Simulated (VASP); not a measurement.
# HfN in VASP: single point with PBEsol

Aim: the single point of HfN with PBEsol.

Everything below comes from runs of VASP 6.6.1. Logs are shortened: lines on timing, memory, paths and dates and some standing lists are left out, and cuts for length are marked.

### Step 1. The cell of the first run

The cell holds a slab with vacuum, 8 atoms: a = 3.183 Å, b = 3.183 Å, c = 23.752 Å, α = 90.00°, β = 90.00°, γ = 90.00°.

### Step 2. Single point, PBEsol

The input, INCAR:

```
  ALGO = Normal
  DIPOL = 0.5 0.5 0.500
  EDIFF = 1E-6
  ENCUT = 520
  GGA = PS
  IDIPOL = 3
  ISIF = 2
  ISMEAR = 0
  LASPH = True
  LCHARG = False
  LDIPOL = True
  LREAL = False
  LWAVE = False
  NBANDS = 40
  NELM = 80
  PREC = Accurate
  SIGMA = 0.1
```

The input, KPOINTS:

```
k-points
0
Gamma
  9 9 1
```

The input, POSCAR:

```
HfN
1.0
    3.1830776025      0.0000000000      0.0000000000
    0.0000000000      3.1830776025      0.0000000000
    0.0000000000      0.0000000000     23.7523272733
Hf N
4 4
Direct
    0.5000000000      0.5000000000      0.3578596700
    0.0000000000      0.0000000000      0.4526198900
    0.5000000000      0.5000000000      0.5472172049
    0.0000000000      0.0000000000      0.6383508681
    0.0000000000      0.0000000000      0.3578596700
    0.5000000000      0.5000000000      0.4526198900
    0.0000000000      0.0000000000      0.5484042381
    0.5000000000      0.5000000000      0.6450912034
```

Potentials or basis: VASP PAW PBE potentials, release 64 (Hf_pv, N).

Command:

```console
$ cat potpaw_PBE.64/Hf_pv/POTCAR potpaw_PBE.64/N/POTCAR > POTCAR
$ mpirun -np 1 vasp_std > vasp.out
```

OUTCAR:

```text
EDIFF = 1E-6
   ENCUT = 520
   GGA = PS
   ISIF = 2
   ISMEAR = 0
   LASPH = True
   LREAL = False
   NELM = 80
   PREC = Accurate

 ion  position               nearest neighbor table
   1  0.500  0.500  0.358-   5 2.25   5 2.25   5 2.25   5 2.25   6 2.25   2 3.18   2 3.18   2 3.18
                             2 3.18
   2  0.000  0.000  0.453-   6 2.25   6 2.25   6 2.25   6 2.25   5 2.25   7 2.28   3 3.18   3 3.18
                             3 3.18   3 3.18   1 3.18   1 3.18   1 3.18   1 3.18
   3  0.500  0.500  0.547-   6 2.25   7 2.25   7 2.25   7 2.25   7 2.25   8 2.32   4 3.12   4 3.12
                             4 3.12   4 3.12   2 3.18   2 3.18   2 3.18   2 3.18
   4  0.000  0.000  0.638-   7 2.14   8 2.26   8 2.26   8 2.26   8 2.26   3 3.12   3 3.12   3 3.12
                             3 3.12
   5  0.000  0.000  0.358-   1 2.25   1 2.25   1 2.25   1 2.25   2 2.25
   6  0.500  0.500  0.453-   3 2.25   2 2.25   2 2.25   2 2.25   2 2.25   1 2.25
   7  0.000  0.000  0.548-   4 2.14   3 2.25   3 2.25   3 2.25   3 2.25   2 2.28
   8  0.500  0.500  0.645-   4 2.26   4 2.26   4 2.26   4 2.26   3 2.32

  LATTYP: Found a simple tetragonal cell.
 ALAT       =     3.1830776025
 C/A-ratio  =     7.4620635245

  Lattice vectors:

 A1 = (   3.1830776025,   0.0000000000,   0.0000000000)
 A2 = (   0.0000000000,   3.1830776025,   0.0000000000)
 A3 = (   0.0000000000,   0.0000000000,  23.7523272733)

Analysis of symmetry for initial positions (statically):
=====================================================================
 Subroutine PRICEL returns:
 Original cell was already a primitive cell.

 Routine SETGRP: Setting up the symmetry group for a
 simple tetragonal supercell.

 Subroutine GETGRP returns: Found  8 space group operations
 (whereof  8 operations were pure point group operations)
 out of a pool of 16 trial point group operations.

The static configuration has the point symmetry C_4v.

Analysis of symmetry for dynamics (positions and initial velocities):
=====================================================================
 Subroutine PRICEL returns:
 Original cell was already a primitive cell.

 Routine SETGRP: Setting up the symmetry group for a
 simple tetragonal supercell.

 Subroutine GETGRP returns: Found  8 space group operations
 (whereof  8 operations were pure point group operations)
 out of a pool of 16 trial point group operations.

The dynamic configuration has the point symmetry C_4v.

 Subroutine INISYM returns: Found  8 space group operations
 (whereof  8 operations are pure point group operations),
 and found     1 'primitive' translations

----------------------------------------------------------------------------------------

                                     Primitive cell

  volume of cell :     240.6582

  direct lattice vectors                    reciprocal lattice vectors
     3.183077603  0.000000000  0.000000000     0.314161364  0.000000000  0.000000000
     0.000000000  3.183077603  0.000000000     0.000000000  0.314161364  0.000000000
     0.000000000  0.000000000 23.752327273     0.000000000  0.000000000  0.042101138

  length of vectors
     3.183077603  3.183077603 23.752327273     0.314161364  0.314161364  0.042101138

  position of ions in fractional coordinates (direct lattice)
     0.500000000  0.500000000  0.357859670
     0.000000000  0.000000000  0.452619890
     0.500000000  0.500000000  0.547217205
     0.000000000  0.000000000  0.638350868
     0.000000000  0.000000000  0.357859670
     0.500000000  0.500000000  0.452619890
     0.000000000  0.000000000  0.548404238
     0.500000000  0.500000000  0.645091203

  ion indices of the primitive-cell ions
   primitive index   ion index
                 1           1
                 2           2
                 3           3
                 4           4
                 5           5
                 6           6
                 7           7
                 8           8

----------------------------------------------------------------------------------------

 KPOINTS: k-points

Automatic generation of k-mesh.
 Grid dimensions read from file:
 generate k-points for:    9    9    1

 Generating k-lattice:

  Cartesian coordinates                     Fractional coordinates (reciprocal lattice)
     0.034906818  0.000000000  0.000000000     0.111111111  0.000000000  0.000000000
     0.000000000  0.034906818  0.000000000     0.000000000  0.111111111  0.000000000
     0.000000000  0.000000000  0.042101138     0.000000000  0.000000000  1.000000000

  Length of vectors
     0.034906818  0.034906818  0.042101138

  Shift w.r.t. Gamma in fractional coordinates (k-lattice)
     0.000000000  0.000000000  0.000000000

 Subroutine IBZKPT returns following result:
 ===========================================

 Found     15 irreducible k-points:

 Following reciprocal coordinates:
            Coordinates               Weight
  0.000000  0.000000  0.000000      1.000000
  0.111111  0.000000  0.000000      4.000000
  0.222222  0.000000  0.000000      4.000000
  0.333333  0.000000  0.000000      4.000000
  0.444444  0.000000  0.000000      4.000000
  0.111111  0.111111  0.000000      4.000000
  0.222222  0.111111  0.000000      8.000000
  0.333333  0.111111  0.000000      8.000000
  0.444444  0.111111  0.000000      8.000000
  0.222222  0.222222  0.000000      4.000000
  0.333333  0.222222  0.000000      8.000000
  0.444444  0.222222  0.000000      8.000000
  0.333333  0.333333  0.000000      4.000000
  0.444444  0.333333  0.000000      8.000000
  0.444444  0.444444  0.000000      4.000000
   k-points           NKPTS =     15   k-points in BZ     NKDIM =     15   number of bands    NBANDS=     40
   number of dos      NEDOS =    301   number of ions     NIONS =      8
   total plane-waves  NPLWV = 103680
   dimension x,y,z NGX =    24 NGY =   24 NGZ =  180
   dimension x,y,z NGXF=    48 NGYF=   48 NGZF=  360
   ions per type =               4   4
   NGX,Y,Z   is equivalent  to a cutoff of  12.53, 12.53, 12.60 a.u.
   NGXF,Y,Z  is equivalent  to a cutoff of  25.07, 25.07, 25.20 a.u.
 SYSTEM =  unknown system
   PREC   = accura    normal or accurate (medium, high low for compatibility)
   ISTART =      0    job   : 0-new  1-cont  2-samecut
   ICHARG =      2    charge: 1-file 2-atom 10-const
   ISPIN  =      1    spin polarized calculation?
   LNONCOLLINEAR =      F non collinear calculations
   LSORBIT =      F    spin-orbit coupling
   LASPH  =      T    aspherical Exc in radial PAW
   ENCUT  =  520.0 eV  38.22 Ry    6.18 a.u.   5.92  5.92 44.16*2*pi/ulx,y,z
   NELM   =     80;   NELMIN=  2; NELMDL= -5     # of ELM steps
   EDIFF  = 0.1E-05   stopping-criterion for ELM
   LREAL  =      F    real-space projection
   EDIFFG = 0.1E-04   stopping-criterion for IOM
   NSW    =      0    number of steps for IOM
   IBRION =     -1    ionic relax: 0-MD 1-quasi-New 2-CG
   NFREE  =      0    steps in history (QN), initial steepest desc. (CG)
   ISIF   =      2    stress and relaxation
   ISYM   =      2    0-nonsym 1-usesym 2-fastsym
   POTIM  = 0.5000    time-step for ionic-motion
   TEBEG  =    0.0;   TEEND  =   0.0 temperature during run
   PSTRESS=    0.0 pullay stress
   NELECT =      60.0000    total number of electrons
   NUPDOWN=      -1.0000    fix difference up-down
   EMIN   =  10.00;   EMAX   =-10.00  energy-range for DOS
   EFERMI =   0.00;   METHOD = LEGACY
   ISMEAR =     0;   SIGMA  =   0.10  broadening in eV -4-tet -1-fermi 0-gaus
   EFERMI_NEDOS =   21; number of points for ismear=-14 and -15
   IALGO  =     38    algorithm
   IMIX   =      4    mixing-type and parameters
     AMIX     =   0.40;   BMIX     =  1.00
     AMIX_MAG =   1.60;   BMIX_MAG =  1.00
  volume/ion in A,a.u.               =      30.08       203.01
  Fermi-wavevector in a.u.,A,eV,Ry     =   1.030366  1.947110 14.444693  1.061655
  Thomas-Fermi vector in A             =   2.164461
   LORBIT       =      0    0 simple, 1 ext, 2 COOP (PROOUT), +10 PAW based schemes
   GGA     = PS    functional components
   LHFCALC =     F    Hartree Fock is set to
   AEXX    =    0.0000 exact exchange contribution
   IVDW    =     0    specifies the selected vdW correction
   LEPSILON=     F    determine dielectric tensor
   LRPA    =     F    only Hartree local field effects (RPA)
 non-spin polarized calculation
 Gauss-broadening in eV      SIGMA  =   0.10
  energy-cutoff  :      520.00
  volume of cell :      240.66
 maximum number of plane-waves:      6524
 NGX is ok and might be reduce to    24
   NGX = 11   NGY = 11   NGZ = 89

 dipolmoment           0.000000      0.000000      0.007024 electrons x Angstroem

 number of electron      59.9999981 magnetization

 dipolmoment           0.000000      0.000000     -0.032050 electrons x Angstroem

 Free energy of the ion-electron system (eV)
  ---------------------------------------------------
  ext. energy  EPLUGINS =         0.00000000
  ---------------------------------------------------
  free energy    TOTEN  =       -89.56579347 eV

  energy without entropy =      -89.54911165  energy(sigma->0) =      -89.55745256

 E-fermi :   1.5093     XC(G=0):  -5.7930

 val. band max:        1.4415299498   @ k =   0.2222   0.0000   0.0000
 cond. band min:       1.5203093203   @ k =   0.1111   0.1111   0.0000
 fundamental gap:      0.0787793705
 Fermi energy:         1.5092982476

 k-point     1 :       0.0000    0.0000    0.0000
  band No.  band energies     occupation
      1     -30.4189      2.00000
      2     -30.3152      2.00000
      3     -29.9313      2.00000
      4     -29.8784      2.00000
      5     -29.8784      2.00000
      6     -29.7617      2.00000
[... 32 lines left out ...]
     39       3.6811      0.00000
     40       3.6943      0.00000

 k-point     2 :       0.1111    0.0000    0.0000
  band No.  band energies     occupation
      1     -30.4095      2.00000
      2     -30.3143      2.00000
      3     -30.0158      2.00000
      4     -29.9113      2.00000
      5     -29.8676      2.00000
      6     -29.7797      2.00000
[... 32 lines left out ...]
     39       4.0458      0.00000
     40       4.4931      0.00000

 k-point     3 :       0.2222    0.0000    0.0000
  band No.  band energies     occupation
      1     -30.4026      2.00000
      2     -30.3144      2.00000
      3     -30.1838      2.00000
      4     -30.0512      2.00000
      5     -29.8611      2.00000
      6     -29.8426      2.00000
[... 32 lines left out ...]
     39       4.5573      0.00000
     40       5.1177      0.00000

 k-point     4 :       0.3333    0.0000    0.0000
  band No.  band energies     occupation
      1     -30.4400      2.00000
      2     -30.3644      2.00000
      3     -30.3222      2.00000
      4     -30.2119      2.00000
      5     -29.9852      2.00000
      6     -29.9274      2.00000
[... 32 lines left out ...]
     39       4.9110      0.00000
     40       5.1692      0.00000
[... 385 lines left out ...]
     39       5.5754      0.00000
     40       5.8022      0.00000

 k-point    14 :       0.4444    0.3333    0.0000
  band No.  band energies     occupation
      1     -30.3336      2.00000
      2     -30.3119      2.00000
      3     -30.2770      2.00000
      4     -30.2042      2.00000
      5     -30.1812      2.00000
      6     -30.0642      2.00000
[... 32 lines left out ...]
     39       6.0524      0.00000
     40       6.3866      0.00000

 k-point    15 :       0.4444    0.4444    0.0000
  band No.  band energies     occupation
      1     -30.3216      2.00000
      2     -30.3104      2.00000
      3     -30.2421      2.00000
      4     -30.2306      2.00000
      5     -30.2094      2.00000
      6     -30.1085      2.00000
[... 32 lines left out ...]
     39       6.4670      0.00000
     40       6.8555      0.00000

------------------------ aborting loop because EDIFF is reached ----------------------------------------

 vacuum level on the upper side and lower side of the slab       (xc-potential included)        -0.343         0.275

  FORCE on cell =-STRESS in cart. coord.  units (eV):
  Direction    XX          YY          ZZ          XY          YZ          ZX
  --------------------------------------------------------------------------------------
  -------------------------------------------------------------------------------------
  Total       -7.3593707     -7.3593707     -2.3817316      0.0000000      0.0000000      0.0000000
  in kB      -48.9948734    -48.9948734    -15.8563337      0.0000000      0.0000000      0.0000000
  external PRESSURE =     -37.9486935 kB  Pullay stress =       0.0000000 kB

 VOLUME and BASIS-vectors are now :
 -----------------------------------------------------------------------------
  energy-cutoff  :      520.00
  volume of cell :      240.66
      direct lattice vectors                 reciprocal lattice vectors
     3.183077603  0.000000000  0.000000000     0.314161364  0.000000000  0.000000000
     0.000000000  3.183077603  0.000000000     0.000000000  0.314161364  0.000000000
     0.000000000  0.000000000 23.752327273     0.000000000  0.000000000  0.042101138

 POSITION                                       TOTAL-FORCE (eV/Angst)
 -----------------------------------------------------------------------------------
      1.59154      1.59154      8.50000        -0.000000     -0.000000      1.500879
      0.00000      0.00000     10.75078         0.000000     -0.000000      0.324075
      1.59154      1.59154     12.99768        -0.000000     -0.000000      0.007152
      0.00000      0.00000     15.16232        -0.000000     -0.000000     -0.077118
      0.00000      0.00000      8.50000         0.000000     -0.000000     -0.757610
      1.59154      1.59154     10.75078        -0.000000      0.000000     -0.929955
      0.00000      0.00000     13.02588        -0.000000     -0.000000      0.007040
      1.59154      1.59154     15.32242        -0.000000     -0.000000     -0.074463
 -----------------------------------------------------------------------------------
    total drift:                                0.000000     -0.000000      0.000335

  FREE ENERGIE OF THE ION-ELECTRON SYSTEM (eV)
  ---------------------------------------------------
  free  energy   TOTEN  =       -89.5657934678 eV

  energy  without entropy=      -89.5491116488  energy(sigma->0) =      -89.55745256

 vacuum level on the upper side and lower side of the slab         3.922         4.496
```

It took 4.5 min on 1 thread of Intel Xeon 6975P-C (Granite Rapids), shared host; peak memory 0.36 GiB.

Results:

| Quantity | Value |
| --- | --- |
| Free energy | -89.5658 eV |
| Largest force | 1.501 eV/Å |
| Band gap on the k mesh | zero (band 30 reaches 2.65 eV, above the bottom of band 31 at -0.10 eV) |

Forces on the atoms (eV/Å):
```
Hf   0.000  0.000  1.501
Hf   0.000  0.000  0.324
Hf   0.000  0.000  0.007
Hf   0.000  0.000 -0.077
N    0.000  0.000 -0.758
N    0.000  0.000 -0.930
N    0.000  0.000  0.007
N    0.000  0.000 -0.074
```

Levels at points of the mesh, in eV from the Fermi level:
```tsv
k point	band 28	band 29	band 30	band 31	band 32	band 33
(0.00, 0.00, 0.00)	-2.79	-2.65	-2.65	-1.61	-0.64	-0.23
```

Caveat: the PAW data sets were made with another functional, which shifts forces and pressure a little; spin-orbit coupling is left out, which moves the levels of the heavy elements.
